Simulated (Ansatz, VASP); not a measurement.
This is a calculation of Mg6TiCo for VASP 6.6.1.

Contents of INCAR:

```
PREC     = Accurate       # precision mode
ENCUT    = 520            # plane-wave cutoff, eV
EDIFF    = 1E-6           # SCF threshold, eV
ISMEAR   = -1             # smearing method
SIGMA    = 0.05           # smearing width, eV
LREAL    = False          # projectors in reciprocal space
LASPH    = True           # aspherical terms in the spheres
NELM     = 150            # most SCF steps
ALGO     = Normal         # electronic algorithm
ISIF     = 2              # what is computed and relaxed
LWAVE    = False          # write WAVECAR
LCHARG   = True           # write CHGCAR
ISPIN    = 2              # spin polarisation
MAGMOM   = 2 1 0 0 0 0 0 0 # initial moments
LORBIT   = 11             # projections on sites
LMAXMIX  = 4              # l up to which the mixer works
GGA      = PE             # functional
LELF     = True           # ELF
LVHAR    = True         
NBANDS   = 30             # bands
```

Contents of KPOINTS:

```
Automatic mesh
0
Gamma
  6 5 5
```

File POSCAR:

```
Mg6TiCo
1.0
    4.7478417050      0.0000000000      0.0000000000
    0.0000000000      3.0383587812      5.5362633396
    0.0000000000     -3.0383587812      5.5362633396
Co Ti Mg
1 1 6
Direct
    0.0000000000      0.8000340000      0.8000340000
    0.5000000000      0.6925340000      0.6925340000
    0.5000000000      0.1669990000      0.1669990000
    0.5000000000      0.1612110000      0.6820810000
    0.5000000000      0.6820810000      0.1612110000
    0.0000000000      0.3289710000      0.3289710000
    0.0000000000      0.3441190000      0.8240530000
    0.0000000000      0.8240530000      0.3441190000
```

Potentials or basis: VASP PAW PBE potentials, release 64 (Co, Ti_sv, Mg).

Run with:

```sh
$ cat potpaw_PBE.64/Co/POTCAR potpaw_PBE.64/Ti_sv/POTCAR potpaw_PBE.64/Mg/POTCAR > POTCAR
$ mpirun -np 1 vasp_std > vasp.out
```

Task: Translate it to Ansatz 0.2.0. Potentials there: Ansatz PAW.

Result: As run (the cutoff follows the program's own potentials):

The input input.yaml:

```yaml
crystal:
  lattice:
    - [4.747841705, 0.0, 0.0]
    - [0.0, 3.0383587812, 5.5362633396]
    - [0.0, -3.0383587812, 5.5362633396]
  atoms:
    - { symbol: Co, position: [0.0, 0.800034, 0.800034], spin: 2.0 }
    - { symbol: Ti, position: [0.5, 0.692534, 0.692534], spin: 1.0 }
    - { symbol: Mg, position: [0.5, 0.166999, 0.166999] }
    - { symbol: Mg, position: [0.5, 0.161211, 0.682081] }
    - { symbol: Mg, position: [0.5, 0.682081, 0.161211] }
    - { symbol: Mg, position: [0.0, 0.328971, 0.328971] }
    - { symbol: Mg, position: [0.0, 0.344119, 0.824053] }
    - { symbol: Mg, position: [0.0, 0.824053, 0.344119] }
hamiltonian:
  xc: pbe
  pseudopotentials: { kind: paw }
magnetization:
  spin_polarized: true
kpoints:
  mp_grid: { grid: [6, 5, 5] }
scf:
  occupations: { method: fermi_dirac, width: 0.05 }
output:
  forces: true
  stress: true
  eigenvalues: true
```

Potentials or basis: Ansatz PAW.

Command:

```bash
$ ansatz run input.yaml --threads 4 --pin off --max-ram 10240MiB --backend cpu --events-out ev --progress --plain --runs-dir out
```

Both were run:

|  | VASP | Ansatz | Ansatz less VASP |
| --- | --- | --- | --- |
| gap on the k mesh at the Fermi level (eV) | none | none | - |
| pressure (GPa) | -1.0 | -1.0 | +0.03 |
| rms of the force components (eV/Å) | 0.008 | 0.008 | -0.0004 |
| net moment per atom (μB) | 0.03 | 0.03 | +0.004 |
| size of the moment on the site where the two differ most (μB) | 1.09 | 1.13 | +0.042 |

Site moments also hang on the region over which each program counts them. Atom by atom the forces differ by 0.002 eV/Å (rms over components). A gap of «none» marks a metal or a gap that the smearing closes. With one functional, cell and mesh, what is left measures potentials, basis and numerics. VASP's potentials hold 33 valence electrons a cell and Ansatz's 89, so a difference there can come from the potentials and not from the codes.
